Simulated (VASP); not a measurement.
A run of VASP 6.6.1 is set up as follows.

POSCAR

```
BP
1.0
    0.0000000000      2.2383340787      2.2383340787
    2.2383340787      0.0000000000      2.2383340787
    2.2383340787      2.2383340787      0.0000000000
P B
1 1
Direct
    0.7500000000      0.7500000000      0.7500000000
    0.0000000000      0.0000000000      0.0000000000
```

File INCAR.step1:

```
PREC = Accurate
ENCUT = 520
EDIFF = 1E-5
ISMEAR = -1
SIGMA = 0.05
LREAL = F
LASPH = T
NELM = 80
ALGO = Normal
ISIF = 2
LWAVE = T
LCHARG = F
NBANDS = 11
GGA = PE
```

Contents of INCAR.step2:

```
PREC = Accurate
ENCUT = 520
EDIFF = 1E-7
ISMEAR = -1
SIGMA = 0.05
LREAL = F
LASPH = T
NELM = 80
ALGO = Normal
ISIF = 2
LWAVE = F
LCHARG = F
GGA = PS
LHFCALC = T
AEXX = 0.25
HFSCREEN = 0.207
PRECFOCK = Normal
NBANDS = 11
ISTART = 1
```

KPOINTS

```
regular mesh
0
Gamma
  5 5 5
```

Potentials or basis: VASP PAW PBE potentials, release 64 (P, B).

Command:

```console
$ cat potpaw_PBE.64/P/POTCAR potpaw_PBE.64/B/POTCAR > POTCAR
$ cp INCAR.step1 INCAR
$ mpirun -np 1 vasp_std > vasp.out
$ cp INCAR.step2 INCAR
$ mpirun -np 1 vasp_std > vasp.out
```

Problem. What does it give for the band gap on the k mesh?

Solution. 1.86 eV (least direct gap 4.38 eV).

Problem. Predict the pressure.

Solution. 3.7 GPa.

Caveat: the k points lie up to 0.49 Å⁻¹ apart; the PAW data sets were made with another functional, which shifts forces and pressure a little; an odd mesh through Γ misses points on the zone boundary, where band edges can lie.
